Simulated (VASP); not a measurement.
# Al2Au (Fm-3m) in VASP: relaxation of cell and atoms with PBEsol

Aim: the relaxation of cell and atoms of Al2Au with PBEsol.

Program: VASP 6.6.1. These are calculated values, not measurements. Logs are shortened: lines on timing, memory, paths and dates and some standing lists are left out, and cuts for length are marked.

## 1. The cell of the first run

It takes space group Fm-3m (No. 225, cubic). Conventional cell: a = 6.000 Å, b = 6.000 Å, c = 6.000 Å, α = 90.00°, β = 90.00°, γ = 90.00°. Within 3.4 Å of Al (site symmetry -43m) lie 4 Au at 2.60 Å and 6 Al at 3.00 Å. Au (site symmetry m-3m) has 8 Al at 2.60 Å within 3.4 Å.

## 2. Relaxation of cell and atoms, PBEsol

INCAR reads:

```
SYSTEM = Al2Au
PREC = Accurate ; ENCUT = 600
EDIFF = 1E-6 ; ISMEAR = 1
SIGMA = 0.05 ; LREAL = .False.
LASPH = .True. ; NELM = 100
ALGO = Normal ; ISIF = 3
LWAVE = .False. ; LCHARG = .False.
GGA = PS ; IBRION = 2
NSW = 80 ; EDIFFG = -0.03
```

KPOINTS reads:

```
Automatic mesh
0
Gamma
  12 12 12
  0 0 0
```

POSCAR reads:

```
Al2Au
1.0
    0.0000000000      3.0000000000      3.0000000000
    3.0000000000      0.0000000000      3.0000000000
    3.0000000000      3.0000000000      0.0000000000
Al Au
2 1
Direct
    0.2500000000      0.2500000000      0.2500000000
    0.7500000000      0.7500000000      0.7500000000
    0.0000000000      0.0000000000      0.0000000000
```

Potentials or basis: VASP PAW PBE potentials, release 64 (Al, Au).

Started as:

```bash
$ cat potpaw_PBE.64/Al/POTCAR potpaw_PBE.64/Au/POTCAR > POTCAR
$ mpirun -np 1 vasp_std > vasp.out
```

OUTCAR:

```text
SYSTEM = Al2Au
   PREC = Accurate
   ENCUT = 600
   EDIFF = 1E-6
   ISMEAR = 1
   LREAL = .False.
   LASPH = .True.
   NELM = 100
   ISIF = 3
   GGA = PS
   IBRION = 2
   NSW = 80
   EDIFFG = -0.03

 ion  position               nearest neighbor table
   1  0.250  0.250  0.250-   3 2.60   3 2.60   3 2.60   3 2.60   2 3.00   2 3.00   2 3.00   2 3.00
                             2 3.00   2 3.00
   2  0.750  0.750  0.750-   3 2.60   3 2.60   3 2.60   3 2.60   1 3.00   1 3.00   1 3.00   1 3.00
                             1 3.00   1 3.00
   3  0.000  0.000  0.000-   2 2.60   2 2.60   2 2.60   1 2.60   2 2.60   1 2.60   1 2.60   1 2.60

  LATTYP: Found a face centered cubic cell.
 ALAT       =     6.0000000000

  Lattice vectors:

 A1 = (   0.0000000000,   3.0000000000,   3.0000000000)
 A2 = (   3.0000000000,   0.0000000000,   3.0000000000)
 A3 = (   3.0000000000,   3.0000000000,   0.0000000000)

Analysis of symmetry for initial positions (statically):
=====================================================================
 Subroutine PRICEL returns:
 Original cell was already a primitive cell.

 Routine SETGRP: Setting up the symmetry group for a
 face centered cubic supercell.

 Subroutine GETGRP returns: Found 48 space group operations
 (whereof 48 operations were pure point group operations)
 out of a pool of 48 trial point group operations.

The static configuration has the point symmetry O_h .

Analysis of symmetry for dynamics (positions and initial velocities):
=====================================================================
 Subroutine PRICEL returns:
 Original cell was already a primitive cell.

 Routine SETGRP: Setting up the symmetry group for a
 face centered cubic supercell.

 Subroutine GETGRP returns: Found 48 space group operations
 (whereof 48 operations were pure point group operations)
 out of a pool of 48 trial point group operations.

The dynamic configuration has the point symmetry O_h .

 Subroutine INISYM returns: Found 48 space group operations
 (whereof 48 operations are pure point group operations),
 and found     1 'primitive' translations

----------------------------------------------------------------------------------------

                                     Primitive cell

  volume of cell :      54.0000

  direct lattice vectors                    reciprocal lattice vectors
     0.000000000  3.000000000  3.000000000    -0.166666667  0.166666667  0.166666667
     3.000000000  0.000000000  3.000000000     0.166666667 -0.166666667  0.166666667
     3.000000000  3.000000000  0.000000000     0.166666667  0.166666667 -0.166666667

  length of vectors
     4.242640687  4.242640687  4.242640687     0.288675135  0.288675135  0.288675135

  position of ions in fractional coordinates (direct lattice)
     0.250000000  0.250000000  0.250000000
     0.750000000  0.750000000  0.750000000
     0.000000000  0.000000000  0.000000000

  ion indices of the primitive-cell ions
   primitive index   ion index
                 1           1
                 2           2
                 3           3

----------------------------------------------------------------------------------------

 KPOINTS: Automatic mesh

Automatic generation of k-mesh.
 Grid dimensions read from file:
 generate k-points for:   12   12   12

 Generating k-lattice:

  Cartesian coordinates                     Fractional coordinates (reciprocal lattice)
    -0.013888889  0.013888889  0.013888889     0.083333333  0.000000000  0.000000000
     0.013888889 -0.013888889  0.013888889     0.000000000  0.083333333  0.000000000
     0.013888889  0.013888889 -0.013888889     0.000000000  0.000000000  0.083333333

  Length of vectors
     0.024056261  0.024056261  0.024056261

  Shift w.r.t. Gamma in fractional coordinates (k-lattice)
     0.000000000  0.000000000  0.000000000

 Subroutine IBZKPT returns following result:
 ===========================================

 Found     72 irreducible k-points:

 Following reciprocal coordinates:
            Coordinates               Weight
  0.000000  0.000000  0.000000      1.000000
  0.083333  0.000000  0.000000      8.000000
  0.166667  0.000000  0.000000      8.000000
  0.250000  0.000000  0.000000      8.000000
  0.333333  0.000000  0.000000      8.000000
  0.416667  0.000000  0.000000      8.000000
[... 16 lines left out ...]
  0.500000  0.166667  0.000000     24.000000
 -0.416667  0.166667  0.000000     24.000000
 [... further k-points ...]
   k-points           NKPTS =     72   k-points in BZ     NKDIM =     72   number of bands    NBANDS=     12
   number of dos      NEDOS =    301   number of ions     NIONS =      3
   total plane-waves  NPLWV =  46656
   dimension x,y,z NGX =    36 NGY =   36 NGZ =   36
   dimension x,y,z NGXF=    72 NGYF=   72 NGZF=   72
   ions per type =               2   1
   NGX,Y,Z   is equivalent  to a cutoff of  14.11, 14.11, 14.11 a.u.
   NGXF,Y,Z  is equivalent  to a cutoff of  28.21, 28.21, 28.21 a.u.
 SYSTEM =  Al2Au
   PREC   = accura    normal or accurate (medium, high low for compatibility)
   ISTART =      0    job   : 0-new  1-cont  2-samecut
   ICHARG =      2    charge: 1-file 2-atom 10-const
   ISPIN  =      1    spin polarized calculation?
   LNONCOLLINEAR =      F non collinear calculations
   LSORBIT =      F    spin-orbit coupling
   LASPH  =      T    aspherical Exc in radial PAW
   ENCUT  =  600.0 eV  44.10 Ry    6.64 a.u.   8.47  8.47  8.47*2*pi/ulx,y,z
   NELM   =    100;   NELMIN=  2; NELMDL= -5     # of ELM steps
   EDIFF  = 0.1E-05   stopping-criterion for ELM
   LREAL  =      F    real-space projection
   EDIFFG = -.3E-01   stopping-criterion for IOM
   NSW    =     80    number of steps for IOM
   IBRION =      2    ionic relax: 0-MD 1-quasi-New 2-CG
   NFREE  =      1    steps in history (QN), initial steepest desc. (CG)
   ISIF   =      3    stress and relaxation
   ISYM   =      2    0-nonsym 1-usesym 2-fastsym
   POTIM  = 0.5000    time-step for ionic-motion
   TEBEG  =    0.0;   TEEND  =   0.0 temperature during run
   PSTRESS=    0.0 pullay stress
   NELECT =      17.0000    total number of electrons
   NUPDOWN=      -1.0000    fix difference up-down
   EMIN   =  10.00;   EMAX   =-10.00  energy-range for DOS
   EFERMI =   0.00;   METHOD = LEGACY
   ISMEAR =     1;   SIGMA  =   0.05  broadening in eV -4-tet -1-fermi 0-gaus
   EFERMI_NEDOS =   21; number of points for ismear=-14 and -15
   IALGO  =     38    algorithm
   IMIX   =      4    mixing-type and parameters
     AMIX     =   0.40;   BMIX     =  1.00
     AMIX_MAG =   1.60;   BMIX_MAG =  1.00
  volume/ion in A,a.u.               =      18.00       121.47
  Fermi-wavevector in a.u.,A,eV,Ry     =   1.113679  2.104547 16.875035  1.240280
  Thomas-Fermi vector in A             =   2.250266
   LORBIT       =      0    0 simple, 1 ext, 2 COOP (PROOUT), +10 PAW based schemes
   GGA     = PS    functional components
   LHFCALC =     F    Hartree Fock is set to
   AEXX    =    0.0000 exact exchange contribution
   IVDW    =     0    specifies the selected vdW correction
   LEPSILON=     F    determine dielectric tensor
   LRPA    =     F    only Hartree local field effects (RPA)
 conjugate gradient relaxation of ions
 non-spin polarized calculation
 Methfessel and Paxton  Order N= 1 SIGMA  =   0.05
  energy-cutoff  :      600.00
  volume of cell :       54.00
 maximum number of plane-waves:      1828
 NGX is ok and might be reduce to    36
   NGX = 17   NGY = 17   NGZ = 17

 number of electron      17.0000001 magnetization

 Free energy of the ion-electron system (eV)
  ---------------------------------------------------
  ext. energy  EPLUGINS =         0.00000000
  ---------------------------------------------------
  free energy    TOTEN  =       -13.47518550 eV

  energy without entropy =      -13.47492594  energy(sigma->0) =      -13.47509898

 E-fermi :   7.6791     XC(G=0): -10.6395

 val. band max:        7.6784284774   @ k =   0.2500   0.1667   0.0833
 cond. band min:       7.7182446670   @ k =  -0.2500   0.0833   0.0000
 fundamental gap:      0.0398161897
 Fermi energy:         7.6790795925

 k-point     1 :       0.0000    0.0000    0.0000
  band No.  band energies     occupation
      1      -2.8743      2.00000
      2       1.0834      2.00000
      3       1.0834      2.00000
      4       1.0834      2.00000
      5       2.0448      2.00000
      6       2.0448      2.00000
      7       9.9634      0.00000
      8      10.6140      0.00000
      9      10.6140      0.00000
     10      10.6140      0.00000
     11      11.6182      0.00000
     12      11.6182      0.00000

 k-point     2 :       0.0833    0.0000    0.0000
  band No.  band energies     occupation
      1      -2.7830      2.00000
      2       1.0531      2.00000
      3       1.1066      2.00000
      4       1.1066      2.00000
      5       2.0396      2.00000
      6       2.0396      2.00000
      7       9.1270      0.00000
      8      10.1358      0.00000
      9      10.2372      0.00000
     10      10.2372      0.00000
     11      12.0305      0.00000
     12      12.0305      0.00000

 k-point     3 :       0.1667    0.0000    0.0000
  band No.  band energies     occupation
      1      -2.5140      2.00000
      2       0.9768      2.00000
      3       1.1673      2.00000
      4       1.1673      2.00000
      5       2.0320      2.00000
      6       2.0320      2.00000
      7       7.3509      2.00000
      8       9.6278      0.00000
      9       9.6278      0.00000
     10      10.2846      0.00000
     11      12.3698      0.00000
     12      12.3698      0.00000

 k-point     4 :       0.2500    0.0000    0.0000
  band No.  band energies     occupation
      1      -2.0861      2.00000
      2       0.8940      2.00000
      3       1.2396      2.00000
      4       1.2396      2.00000
      5       2.0421      2.00000
      6       2.0421      2.00000
      7       5.6571      2.00000
      8       9.0307      0.00000
      9       9.0307      0.00000
     10      10.4880      0.00000
     11      12.0353      0.00000
     12      12.0354      0.00000

 k-point     5 :       0.3333    0.0000    0.0000
  band No.  band energies     occupation
      1      -1.5504      2.00000
      2       0.8677      2.00000
      3       1.2938      2.00000
      4       1.2938      2.00000
      5       2.0835      2.00000
      6       2.0835      2.00000
      7       4.1386      2.00000
      8       8.5204     -0.00000
      9       8.5204     -0.00000
     10      10.6815      0.00000
     11      11.7386      0.00000
     12      11.7790      0.00000
[... 228 lines left out ...]
      1      -1.5915      2.00000
      2       0.7330      2.00000
      3       1.3672      2.00000
      4       1.3869      2.00000
      5       1.8884      2.00000
      6       2.1827      2.00000
      7       5.1835      2.00000
      8       7.4481      2.00000
      9       7.5569      2.00296
     10       9.9228      0.00000
     11      11.6294      0.00000
     12      13.2757      0.00000

 k-point    22 :       0.4167    0.1667    0.0000
  band No.  band energies     occupation
      1      -1.0405      2.00000
      2       0.7222      2.00000
      3       1.3789      2.00000
      4       1.4365      2.00000
      5       2.0143      2.00000
      6       2.2030      2.00000
      7       3.7862      2.00000
      8       6.9741      2.00000
      9       7.2431      2.00000
     10       9.9383      0.00000
     11      12.6257      0.00000
     12      12.8078      0.00000

 k-point    23 :       0.5000    0.1667    0.0000
  band No.  band energies     occupation
      1      -0.5969      2.00000
      2       0.8375      2.00000
      3       1.3986      2.00000
      4       1.4592      2.00000
      5       2.1821      2.00000
      6       2.1850      2.00000
      7       2.7133      2.00000
      8       6.4881      2.00000
      9       7.2730      2.00000
     10       9.9882      0.00000
     11      12.4509      0.00000
     12      12.7739      0.00000

 k-point    24 :      -0.4167    0.1667    0.0000
  band No.  band energies     occupation
      1      -0.5302      2.00000
      2       0.9019      2.00000
      3       1.4432      2.00000
      4       1.4630      2.00000
      5       2.0905      2.00000
      6       2.1060      2.00000
      7       2.6767      2.00000
      8       6.1744      2.00000
      9       7.5568      2.00294
     10      10.1296      0.00000
     11      12.2085      0.00000
     12      12.4898      0.00000

 [... further k-points ...]
[... 5 lines left out ...]
  --------------------------------------------------------------------------------------
  -------------------------------------------------------------------------------------
  Total        0.0061211      0.0061211      0.0061211     -0.0000000      0.0000000      0.0000000
  in kB        0.1816119      0.1816119      0.1816119     -0.0000000      0.0000000      0.0000000
  external PRESSURE =       0.1816119 kB  Pullay stress =       0.0000000 kB

 VOLUME and BASIS-vectors are now :
 -----------------------------------------------------------------------------
  energy-cutoff  :      600.00
  volume of cell :       54.00
      direct lattice vectors                 reciprocal lattice vectors
     0.000000000  3.000000000  3.000000000    -0.166666667  0.166666667  0.166666667
     3.000000000  0.000000000  3.000000000     0.166666667 -0.166666667  0.166666667
     3.000000000  3.000000000  0.000000000     0.166666667  0.166666667 -0.166666667

 POSITION                                       TOTAL-FORCE (eV/Angst)
 -----------------------------------------------------------------------------------
      1.50000      1.50000      1.50000         0.000000      0.000000      0.000000
      4.50000      4.50000      4.50000        -0.000000      0.000000     -0.000000
      0.00000      0.00000      0.00000        -0.000000     -0.000000     -0.000000
 -----------------------------------------------------------------------------------
    total drift:                               -0.000000      0.000000      0.000000

  FREE ENERGIE OF THE ION-ELECTRON SYSTEM (eV)
  ---------------------------------------------------
  free  energy   TOTEN  =       -13.4751854989 eV

  energy  without entropy=      -13.4749259419  energy(sigma->0) =      -13.47509898

 reached required accuracy - stopping structural energy minimisation
```

It took 82 s on 1 thread of AMD EPYC 7R13, shared host; peak memory 0.21 GiB.

Results:

| Property | Result |
| --- | --- |
| Free energy | -13.4752 eV |
| Pressure after relaxing | 0.0 GPa |
| Band gap on the k mesh | zero (an odd number of electrons rules out a gap without spin polarisation) |

Final structure:
```
Al Au
1.0
     0.00000    3.00000    3.00000
     3.00000    0.00000    3.00000
     3.00000    3.00000    0.00000
Al Au
2 1
Direct
  0.25000 0.25000 0.25000
  0.75000 0.75000 0.75000
  0.00000 0.00000 0.00000
```

Caveat: the relaxation stopped at its first step, so nothing moved; the PAW data sets were made with another functional, which shifts forces and pressure a little; spin-orbit coupling is left out, which moves the levels of the heavy elements.

The gap in the log of VASP goes by the Fermi energy; the results here count the filled bands.